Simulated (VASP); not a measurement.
# FeS2 (Pnnm) in VASP: further runs

The runs below take FeS2 through relaxation of shape and atoms at fixed volume, with PBE.

Everything below comes from runs of VASP 6.6.1. Logs are shortened: lines on timing, memory, paths and dates and some standing lists are left out, and cuts for length are marked.

## 1. The cell of the first run

The structure is orthorhombic, space group Pnnm (No. 58). Conventional cell: a = 4.376 Å, b = 5.338 Å, c = 3.345 Å, α = 90.00°, β = 90.00°, γ = 90.00°. Fe (site symmetry 2/m) has 6 S at 2.20 to 2.21 Å within 2.9 Å. Within 2.9 Å of S (site symmetry m) lie 3 Fe at 2.20 to 2.21 Å and 2 S at 2.24 to 2.90 Å.

## 2. Relaxation of shape and atoms at fixed volume, PBE (13.02 Å³/atom)

Input file INCAR:

```
SYSTEM = FeS2
PREC     = Accurate       ! precision mode
ENCUT    = 600            ! plane-wave cutoff, eV
EDIFF    = 1E-7           ! SCF threshold, eV
ISMEAR   = 0              ! smearing method
SIGMA    = 0.05           ! smearing width, eV
LREAL    = .False.        ! projectors in reciprocal space
LASPH    = .True.         ! aspherical terms in the spheres
NELM     = 120            ! most SCF steps
ALGO     = Normal         ! electronic algorithm
ISIF     = 4              ! what is computed and relaxed
LWAVE    = .False.        ! write WAVECAR
LCHARG   = .False.        ! write CHGCAR
GGA      = PE             ! functional
IBRION   = 2              ! ionic algorithm
NSW      = 60             ! ionic steps
EDIFFG   = -0.01          ! ionic threshold
GGA_COMPAT= .False.      
NELMIN   = 4
```

Input file KPOINTS:

```
Automatic mesh
0
Gamma
  6 4 8
  0 0 0
```

Input file POSCAR:

```
FeS2
1.0
    4.3759535412      0.0000000000      0.0000000000
    0.0000000000      5.3384921303      0.0000000000
    0.0000000000      0.0000000000      3.3446716742
Fe S
2 4
Direct
    0.0000000000      0.0000000000      0.0000000000
    0.5000000000      0.5000000000      0.5000000000
    0.2057732725      0.3751720116      0.0000000000
    0.2942267275      0.8751720116      0.5000000000
    0.7942267275      0.6248279884      0.0000000000
    0.7057732725      0.1248279884      0.5000000000
```

Potentials or basis: VASP PAW PBE potentials, release 64 (Fe, S).

Command:

```bash
cat potpaw_PBE.64/Fe/POTCAR potpaw_PBE.64/S/POTCAR > POTCAR
mpirun -np 1 vasp_std > vasp.out
```

OUTCAR:

```text
SYSTEM = FeS2
   PREC = Accurate
   ENCUT = 600
   EDIFF = 1E-7
   ISMEAR = 0
   LREAL = .False.
   LASPH = .True.
   NELM = 120
   ISIF = 4
   GGA = PE
   IBRION = 2
   NSW = 60
   EDIFFG = -0.01
   NELMIN = 4

 ion  position               nearest neighbor table
   1  0.000  0.000  0.000-   3 2.20   5 2.20   4 2.21   6 2.21   4 2.21   6 2.21
   2  0.500  0.500  0.500-   4 2.20   6 2.20   5 2.21   3 2.21   3 2.21   5 2.21
   3  0.206  0.375  0.000-   1 2.20   2 2.21   2 2.21   5 2.24
   4  0.294  0.875  0.500-   2 2.20   1 2.21   1 2.21   6 2.24
   5  0.794  0.625  0.000-   1 2.20   2 2.21   2 2.21   3 2.24
   6  0.706  0.125  0.500-   2 2.20   1 2.21   1 2.21   4 2.24

  LATTYP: Found a simple orthorhombic cell.
 ALAT       =     3.3446716742
 B/A-ratio  =     1.3083357553
 C/A-ratio  =     1.5961184386

  Lattice vectors:

 A1 = (   0.0000000000,   0.0000000000,   3.3446716742)
 A2 = (   4.3759535412,   0.0000000000,   0.0000000000)
 A3 = (   0.0000000000,   5.3384921303,   0.0000000000)

Analysis of symmetry for initial positions (statically):
=====================================================================
 Subroutine PRICEL returns:
 Original cell was already a primitive cell.

 Routine SETGRP: Setting up the symmetry group for a
 simple orthorhombic supercell.

 Subroutine GETGRP returns: Found  8 space group operations
 (whereof  4 operations were pure point group operations)
 out of a pool of  8 trial point group operations.

The static configuration has the point symmetry C_2h.
 The point group associated with its full space group is D_2h.

Analysis of symmetry for dynamics (positions and initial velocities):
=====================================================================
 Subroutine PRICEL returns:
 Original cell was already a primitive cell.

 Routine SETGRP: Setting up the symmetry group for a
 simple orthorhombic supercell.

 Subroutine GETGRP returns: Found  8 space group operations
 (whereof  4 operations were pure point group operations)
 out of a pool of  8 trial point group operations.

The dynamic configuration has the point symmetry C_2h.
 The point group associated with its full space group is D_2h.

 Subroutine INISYM returns: Found  8 space group operations
 (whereof  4 operations are pure point group operations),
 and found     1 'primitive' translations

----------------------------------------------------------------------------------------

                                     Primitive cell

  volume of cell :      78.1349

  direct lattice vectors                    reciprocal lattice vectors
     4.375953541  0.000000000  0.000000000     0.228521622  0.000000000  0.000000000
     0.000000000  5.338492130  0.000000000     0.000000000  0.187318811  0.000000000
     0.000000000  0.000000000  3.344671674     0.000000000  0.000000000  0.298983009

  length of vectors
     4.375953541  5.338492130  3.344671674     0.228521622  0.187318811  0.298983009

  position of ions in fractional coordinates (direct lattice)
     0.000000000  0.000000000  0.000000000
     0.500000000  0.500000000  0.500000000
     0.205773272  0.375172012  0.000000000
     0.294226728  0.875172012  0.500000000
     0.794226728  0.624827988  0.000000000
     0.705773272  0.124827988  0.500000000

  ion indices of the primitive-cell ions
   primitive index   ion index
                 1           1
                 2           2
                 3           3
                 4           4
                 5           5
                 6           6

----------------------------------------------------------------------------------------

 KPOINTS: Automatic mesh

Automatic generation of k-mesh.
 Grid dimensions read from file:
 generate k-points for:    6    4    8

 Generating k-lattice:

  Cartesian coordinates                     Fractional coordinates (reciprocal lattice)
     0.038086937  0.000000000  0.000000000     0.166666667  0.000000000  0.000000000
     0.000000000  0.046829703  0.000000000     0.000000000  0.250000000  0.000000000
     0.000000000  0.000000000  0.037372876     0.000000000  0.000000000  0.125000000

  Length of vectors
     0.038086937  0.046829703  0.037372876

  Shift w.r.t. Gamma in fractional coordinates (k-lattice)
     0.000000000  0.000000000  0.000000000

 Subroutine IBZKPT returns following result:
 ===========================================

 Found     60 irreducible k-points:

 Following reciprocal coordinates:
            Coordinates               Weight
  0.000000  0.000000  0.000000      1.000000
  0.166667  0.000000  0.000000      2.000000
  0.333333  0.000000  0.000000      2.000000
  0.500000  0.000000  0.000000      1.000000
  0.000000  0.250000  0.000000      2.000000
  0.166667  0.250000  0.000000      4.000000
[... 16 lines left out ...]
  0.333333  0.500000  0.125000      4.000000
  0.500000  0.500000  0.125000      2.000000
 [... further k-points ...]
   k-points           NKPTS =     60   k-points in BZ     NKDIM =     60   number of bands    NBANDS=     24
   number of dos      NEDOS =    301   number of ions     NIONS =      6
   total plane-waves  NPLWV =  48384
   dimension x,y,z NGX =    36 NGY =   48 NGZ =   28
   dimension x,y,z NGXF=    72 NGYF=   96 NGZF=   56
   ions per type =               2   4
   NGX,Y,Z   is equivalent  to a cutoff of  13.68, 14.95, 13.92 a.u.
   NGXF,Y,Z  is equivalent  to a cutoff of  27.35, 29.90, 27.83 a.u.
 SYSTEM =  FeS2
   PREC   = accura    normal or accurate (medium, high low for compatibility)
   ISTART =      0    job   : 0-new  1-cont  2-samecut
   ICHARG =      2    charge: 1-file 2-atom 10-const
   ISPIN  =      1    spin polarized calculation?
   LNONCOLLINEAR =      F non collinear calculations
   LSORBIT =      F    spin-orbit coupling
   LASPH  =      T    aspherical Exc in radial PAW
   ENCUT  =  600.0 eV  44.10 Ry    6.64 a.u.   8.74 10.66  6.68*2*pi/ulx,y,z
   NELM   =    120;   NELMIN=  4; NELMDL= -5     # of ELM steps
   EDIFF  = 0.1E-06   stopping-criterion for ELM
   LREAL  =      F    real-space projection
   EDIFFG = -.1E-01   stopping-criterion for IOM
   NSW    =     60    number of steps for IOM
   IBRION =      2    ionic relax: 0-MD 1-quasi-New 2-CG
   NFREE  =      1    steps in history (QN), initial steepest desc. (CG)
   ISIF   =      4    stress and relaxation
   ISYM   =      2    0-nonsym 1-usesym 2-fastsym
   POTIM  = 0.5000    time-step for ionic-motion
   TEBEG  =    0.0;   TEEND  =   0.0 temperature during run
   PSTRESS=    0.0 pullay stress
   NELECT =      40.0000    total number of electrons
   NUPDOWN=      -1.0000    fix difference up-down
   EMIN   =  10.00;   EMAX   =-10.00  energy-range for DOS
   EFERMI =   0.00;   METHOD = LEGACY
   ISMEAR =     0;   SIGMA  =   0.05  broadening in eV -4-tet -1-fermi 0-gaus
   EFERMI_NEDOS =   21; number of points for ismear=-14 and -15
   IALGO  =     38    algorithm
   IMIX   =      4    mixing-type and parameters
     AMIX     =   0.40;   BMIX     =  1.00
     AMIX_MAG =   1.60;   BMIX_MAG =  1.00
  volume/ion in A,a.u.               =      13.02        87.88
  Fermi-wavevector in a.u.,A,eV,Ry     =   1.309624  2.474830 23.335550  1.715115
  Thomas-Fermi vector in A             =   2.440210
   LORBIT       =      0    0 simple, 1 ext, 2 COOP (PROOUT), +10 PAW based schemes
   GGA     = PE    functional components
   LHFCALC =     F    Hartree Fock is set to
   AEXX    =    0.0000 exact exchange contribution
   IVDW    =     0    specifies the selected vdW correction
   LEPSILON=     F    determine dielectric tensor
   LRPA    =     F    only Hartree local field effects (RPA)
 conjugate gradient relaxation of ions
 non-spin polarized calculation
 Gauss-broadening in eV      SIGMA  =   0.05
  energy-cutoff  :      600.00
  volume of cell :       78.13
 maximum number of plane-waves:      2634
 NGX is ok and might be reduce to    36
   NGX = 17   NGY = 21   NGZ = 13

--------------------------------------- Ionic step        1  -------------------------------------------

 number of electron      39.9999989 magnetization

 Free energy of the ion-electron system (eV)
  ---------------------------------------------------
  ext. energy  EPLUGINS =         0.00000000
  ---------------------------------------------------
  free energy    TOTEN  =       -36.03622660 eV

  energy without entropy =      -36.03622660  energy(sigma->0) =      -36.03622660

------------------------ aborting loop because EDIFF is reached ----------------------------------------

  FORCE on cell =-STRESS in cart. coord.  units (eV):
  Direction    XX          YY          ZZ          XY          YZ          ZX
  --------------------------------------------------------------------------------------
  -------------------------------------------------------------------------------------
  Total        3.2113431      3.4694356      3.4800787      0.0000000      0.0000000      0.0000000
  in kB       65.8495001     71.1417603     71.3600002      0.0000000      0.0000000      0.0000000
  external PRESSURE =      69.4504202 kB  Pullay stress =       0.0000000 kB
[... 105 lines left out ...]
  energy  without entropy=      -36.0379108344  energy(sigma->0) =      -36.03791083

--------------------------------------- Ionic step        4  -------------------------------------------

 number of electron      39.9999986 magnetization

 Free energy of the ion-electron system (eV)
  ---------------------------------------------------
  ext. energy  EPLUGINS =         0.00000000
  ---------------------------------------------------
  free energy    TOTEN  =       -36.03801693 eV

  energy without entropy =      -36.03801693  energy(sigma->0) =      -36.03801693

 E-fermi :   8.5310     XC(G=0): -11.9263

 val. band max:        8.2666815586   @ k =   0.1667   0.0000   0.2500
 cond. band min:       9.2617991666   @ k =   0.0000   0.5000   0.5000
 fundamental gap:      0.9951176080
 Fermi energy:         8.5310057168

 k-point     1 :       0.0000    0.0000    0.0000
  band No.  band energies     occupation
      1      -8.7912      2.00000
      2      -6.2934      2.00000
      3      -4.3561      2.00000
      4      -3.5231      2.00000
      5       0.3979      2.00000
      6       2.0071      2.00000
[... 637 lines left out ...]
     23      10.1386      0.00000
     24      10.1386      0.00000

 [... further k-points ...]

------------------------ aborting loop because EDIFF is reached ----------------------------------------

  FORCE on cell =-STRESS in cart. coord.  units (eV):
  Direction    XX          YY          ZZ          XY          YZ          ZX
  --------------------------------------------------------------------------------------
  -------------------------------------------------------------------------------------
  Total        3.3617927      3.3158121      3.3166911      0.0000000      0.0000000      0.0000000
  in kB       68.9345131     67.9916671     68.0096923      0.0000000      0.0000000      0.0000000
  external PRESSURE =      68.3119575 kB  Pullay stress =       0.0000000 kB
[... 21 lines left out ...]
  FREE ENERGIE OF THE ION-ELECTRON SYSTEM (eV)
  ---------------------------------------------------
  free  energy   TOTEN  =       -36.0380169343 eV

  energy  without entropy=      -36.0380169343  energy(sigma->0) =      -36.03801693

 reached required accuracy - stopping structural energy minimisation
```

Wall time 2.7 min (1 thread of Intel Xeon 6975P-C (Granite Rapids), shared host); peak memory 0.28 GiB.

Results:

* Free energy: -36.0380 eV
* Energy gained by relaxing: 0.3 meV/atom
* Ionic steps: 4
* Pressure after relaxing: 6.8 GPa
* Band gap on the k mesh: 1.00 eV (least direct gap 1.32 eV)

Forces on the atoms (eV/Å):
```
Fe   0.000  0.000  0.000
Fe   0.000  0.000  0.000
S   -0.002  0.001  0.000
S    0.002  0.001  0.000
S    0.002 -0.001  0.000
S   -0.002 -0.001  0.000
```

Stress tensor (GPa, compression positive):
```
6.89 0.00 0.00
0.00 6.80 0.00
0.00 0.00 6.80
```

Step by step:
```csv
step,energy change (eV),largest force (eV/Å),pressure (GPa),volume (Å³)
1,0.0000,0.1054,6.95,78.13
2,-0.0016,0.0351,6.86,78.13
3,-0.0017,0.0161,6.83,78.13
4,-0.0018,0.0025,6.83,78.13
```

Final structure:
```xyz
6
Lattice="4.3705 0.0000 0.0000 0.0000 5.3432 0.0000 0.0000 0.0000 3.3459" Properties=species:S:1:pos:R:3 pbc="T T T"
Fe    0.0000    0.0000    0.0000
Fe    2.1852    2.6716    1.6730
S     0.8925    2.0081    0.0000
S     1.2928    4.6797    1.6730
S     3.4780    3.3351    0.0000
S     3.0777    0.6635    1.6730
```

A k mesh can miss the band edges. Spin polarisation is off, so any magnetic state and its effect on volume and gap are missing.

## 3. Relaxation of shape and atoms at fixed volume, PBE (13.29 Å³/atom)

This run uses another cell than the first one, of 13.29 Å³/atom.

Input file INCAR:

```
  PREC = Accurate
  ENCUT = 600
  EDIFF = 1E-7
  ISMEAR = 0
  SIGMA = 0.05
  LREAL = F
  LASPH = T
  NELM = 120
  ALGO = Normal
  ISIF = 4
  LWAVE = F
  LCHARG = F
  GGA = PE
  IBRION = 2
  NSW = 60
  EDIFFG = -0.01
  GGA_COMPAT = F
  NELMIN = 4
```

Input file KPOINTS:

```
Automatic mesh
0
Gamma
  6 4 8
```

Input file POSCAR:

```
FeS2
1.0
    4.4091185751      0.0000000000      0.0000000000
    0.0000000000      5.3734998497      0.0000000000
    0.0000000000      0.0000000000      3.3665930661
Fe S
2 4
Direct
    0.0000000000      0.0000000000      0.0000000000
    0.5000000000      0.5000000000      0.5000000000
    0.2062737188      0.3751857004      0.0000000000
    0.2937262812      0.8751857004      0.5000000000
    0.7937262812      0.6248142996      0.0000000000
    0.7062737188      0.1248142996      0.5000000000
```

Potentials or basis: VASP PAW PBE potentials, release 64 (Fe, S).

Command:

```bash
cat potpaw_PBE.64/Fe/POTCAR potpaw_PBE.64/S/POTCAR > POTCAR
mpirun -np 1 vasp_std > vasp.out
```

OUTCAR:

```text
PREC = Accurate
   ENCUT = 600
   EDIFF = 1E-7
   ISMEAR = 0
   LREAL = F
   LASPH = T
   NELM = 120
   ISIF = 4
   GGA = PE
   IBRION = 2
   NSW = 60
   EDIFFG = -0.01
   NELMIN = 4

 ion  position               nearest neighbor table
   1  0.000  0.000  0.000-   3 2.21   5 2.21   4 2.23   6 2.23   4 2.23   6 2.23
   2  0.500  0.500  0.500-   4 2.21   6 2.21   5 2.23   3 2.23   3 2.23   5 2.23
   3  0.206  0.375  0.000-   1 2.21   2 2.23   2 2.23   5 2.26
   4  0.294  0.875  0.500-   2 2.21   1 2.23   1 2.23   6 2.26
   5  0.794  0.625  0.000-   1 2.21   2 2.23   2 2.23   3 2.26
   6  0.706  0.125  0.500-   2 2.21   1 2.23   1 2.23   4 2.26

  LATTYP: Found a simple orthorhombic cell.
 ALAT       =     3.3665930661
 B/A-ratio  =     1.3096678121
 C/A-ratio  =     1.5961239580

  Lattice vectors:

 A1 = (   0.0000000000,   0.0000000000,   3.3665930661)
 A2 = (   4.4091185751,   0.0000000000,   0.0000000000)
 A3 = (   0.0000000000,   5.3734998497,   0.0000000000)

Analysis of symmetry for initial positions (statically):
=====================================================================
[... 189 lines left out ...]
  Direction    XX          YY          ZZ          XY          YZ          ZX
  --------------------------------------------------------------------------------------
  -------------------------------------------------------------------------------------
  Total        1.5205570      1.7294597      1.7926298      0.0000000      0.0000000      0.0000000
  in kB       30.5431379     34.7393248     36.0082114      0.0000000      0.0000000      0.0000000
  external PRESSURE =      33.7635580 kB  Pullay stress =       0.0000000 kB
[... 107 lines left out ...]
--------------------------------------- Ionic step        4  -------------------------------------------

 number of electron      39.9999988 magnetization

 Free energy of the ion-electron system (eV)
  ---------------------------------------------------
  ext. energy  EPLUGINS =         0.00000000
  ---------------------------------------------------
  free energy    TOTEN  =       -36.08924435 eV

  energy without entropy =      -36.08924435  energy(sigma->0) =      -36.08924435

 E-fermi :   8.2055     XC(G=0): -11.8201

 val. band max:        7.9837976232   @ k =   0.1667   0.0000   0.2500
 cond. band min:       8.9191664710   @ k =   0.0000   0.5000   0.5000
 fundamental gap:      0.9353688479
 Fermi energy:         8.2055237168

 k-point     1 :       0.0000    0.0000    0.0000
  band No.  band energies     occupation
      1      -8.8808      2.00000
      2      -6.4458      2.00000
      3      -4.5696      2.00000
      4      -3.7876      2.00000
      5       0.2634      2.00000
      6       1.8325      2.00000
[... 637 lines left out ...]
     23       9.8255      0.00000
     24       9.8255      0.00000

 [... further k-points ...]

------------------------ aborting loop because EDIFF is reached ----------------------------------------

  FORCE on cell =-STRESS in cart. coord.  units (eV):
  Direction    XX          YY          ZZ          XY          YZ          ZX
  --------------------------------------------------------------------------------------
  -------------------------------------------------------------------------------------
  Total        1.6608201      1.5894807      1.6149649      0.0000000      0.0000000      0.0000000
  in kB       33.3605747     31.9275947     32.4394899      0.0000000      0.0000000      0.0000000
  external PRESSURE =      32.5758865 kB  Pullay stress =       0.0000000 kB
[... 21 lines left out ...]
  FREE ENERGIE OF THE ION-ELECTRON SYSTEM (eV)
  ---------------------------------------------------
  free  energy   TOTEN  =       -36.0892443472 eV

  energy  without entropy=      -36.0892443472  energy(sigma->0) =      -36.08924435

 reached required accuracy - stopping structural energy minimisation
```

CONTCAR:

```text
FeS2
   1.00000000000000
     4.4031045090548693   -0.0000000000000000    0.0000000000000000
     0.0000000000000000    5.3778161450772295    0.0000000000000000
     0.0000000000000000    0.0000000000000000    3.3684856368931637
  Fe              S
     2     4
Direct
     0.0000000000000000    0.0000000000000000    0.0000000000000000
     0.5000000000000000    0.5000000000000000    0.5000000000000000
     0.2046958052186509    0.3758014618907914    0.0000000000000000
     0.2953041947813491    0.8758014618907916    0.5000000000000000
     0.7953041947813492    0.6241985381092084    1.0000000000000000
     0.7046958052186508    0.1241985381092085    0.5000000000000000

  0.00000000E+00  0.00000000E+00  0.00000000E+00
  0.00000000E+00  0.00000000E+00  0.00000000E+00
  0.00000000E+00  0.00000000E+00  0.00000000E+00
  0.00000000E+00  0.00000000E+00  0.00000000E+00
  0.00000000E+00  0.00000000E+00  0.00000000E+00
  0.00000000E+00  0.00000000E+00  0.00000000E+00
```

It took 2.7 min on 1 thread of Intel Xeon 6975P-C (Granite Rapids), shared host; peak memory 0.29 GiB.

Results:

```yaml
Free_energy: -36.0892 eV
Energy_gained_by_relaxing: 0.3 meV/atom
Ionic_steps: 4
Pressure_after_relaxing: 3.3 GPa
Band_gap_on_the_k_mesh: 0.94 eV (least direct gap 1.26 eV)
```

Forces in eV/Å, atoms in the order of the input:
```
Fe   0.000  0.000  0.000
Fe   0.000  0.000  0.000
S   -0.002  0.002  0.000
S    0.002  0.002  0.000
S    0.002 -0.002  0.000
S   -0.002 -0.002  0.000
```

The path:
```csv
step,energy change (eV),largest force (eV/Å),pressure (GPa),volume (Å³)
1,0.0000,0.0982,3.38,79.76
2,-0.0014,0.0376,3.29,79.76
3,-0.0016,0.0189,3.25,79.76
4,-0.0017,0.0029,3.26,79.76
```

Final structure:
```
CELL_PARAMETERS angstrom
4.40310 0.00000 0.00000
0.00000 5.37782 0.00000
0.00000 0.00000 3.36849
ATOMIC_POSITIONS crystal
Fe 0.00000 0.00000 0.00000
Fe 0.50000 0.50000 0.50000
S 0.20470 0.37580 0.00000
S 0.29530 0.87580 0.50000
S 0.79530 0.62420 0.00000
S 0.70470 0.12420 0.50000
```

A k mesh can miss the band edges. Expect the measured gap to be larger: semilocal functionals such as PBE lack the derivative discontinuity.
